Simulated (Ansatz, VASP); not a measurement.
**Te: VASP beside Ansatz**

The input INCAR:

```
PREC = Accurate
ENCUT = 520
EDIFF = 1E-7
ISMEAR = -1
SIGMA = 0.1
LREAL = False
LASPH = True
NELM = 80
ALGO = Normal
ISIF = 2
LWAVE = False
LCHARG = False
GGA = PS
NBANDS = 16
```

Contents of KPOINTS:

```
regular mesh
0
Gamma
  9 9 6
```

The input POSCAR:

```
Te
1.0
    2.2498020000      3.8967580000      0.0000000000
   -2.2497910000      3.8967580000      0.0000000000
    0.0000000000      0.0000000000      5.9849680000
Te
3
Direct
    0.2690000000      0.7310000000      0.1666700000
    0.0000000000      0.2690000000      0.8333400000
    0.7310000000      0.0000000000      0.5000000000
```

Input for Ansatz:

```yaml
crystal:
  lattice:
    - [2.249802, 3.896758, 0.0]
    - [-2.249791, 3.896758, 0.0]
    - [0.0, 0.0, 5.984968]
  atoms:
    - { symbol: Te, position: [0.269, 0.731, 0.16667] }
    - { symbol: Te, position: [0.0, 0.269, 0.83334] }
    - { symbol: Te, position: [0.731, 0.0, 0.5] }
  symmetry: { tolerance: 0.0003 }
kpoints:
  mp_grid: { grid: [9, 9, 6], shift: [0, 0, 0] }
  band_path:
    path:
      - [0.0, 0.0, 0.0]
      - [0.5, 0.5, 0.0]
      - [0.33333333, 0.66666667, 0.0]
      - [0.0, 0.0, 0.0]
      - [0.0, 0.0, 0.5]
      - [0.5, 0.5, 0.5]
      - [0.33333333, 0.66666667, 0.5]
      - [0.0, 0.0, 0.5]
      - [0.5, 0.5, 0.5]
      - [0.5, 0.5, 0.0]
      - [0.33333333, 0.66666667, 0.5]
    npoints: 6
magnetization:
  spin_polarized: false
scf:
  occupations: { method: fermi_dirac }
  lower_state_search: "off"
  max_iter: 200
hamiltonian:
  pseudopotentials: { kind: paw }
  xc: pbesol
basis:
  ecutwfc: 420
  fft_grid_basis: typed
output:
  forces: true
  stress: true
  eigenvalues: true
  bader: true
  populations: true
  elf: true
  write_potential: true
  volumetric_format: npy
  dos:
    e_range: [-12, 8]
    de: 0.05
    projected: { site_lists: { Te: [Te] } }
checkpoint:
  read: saved_state
```

Alike in both runs: task single point; functional PBEsol; k mesh 9 × 9 × 6; no spin polarisation.

|  | VASP | Ansatz |
| --- | --- | --- |
| version | VASP 6.6.1 | Ansatz 0.2.0 |
| potentials or method | VASP PAW PBE potentials, release 64 (Te), cutoff 520 eV | PAW plane waves |
| occupations | fermi-dirac, width 0.1 eV | fermi-dirac |
| valence electrons in the cell | 18 | 48 |

|  | VASP | Ansatz | Ansatz less VASP |
| --- | --- | --- | --- |
| pressure (GPa) | -2.2 | -2.3 | -0.06 |
| traceless stress, the component that is largest in VASP (GPa) | -0.20 | -0.24 | -0.034 |
| rms of the force components (eV/Å) | 0.014 | 0.025 | +0.0105 |

VASP's potentials were made for PBE, not for PBEsol. Atom by atom the forces differ by 0.010 eV/Å (rms over components). VASP's potentials hold 18 valence electrons a cell and Ansatz's 48, so a difference there can come from the potentials and not from the codes. Ansatz's warnings: structure snapped to symmetry.

Neither program's run includes spin-orbit coupling.
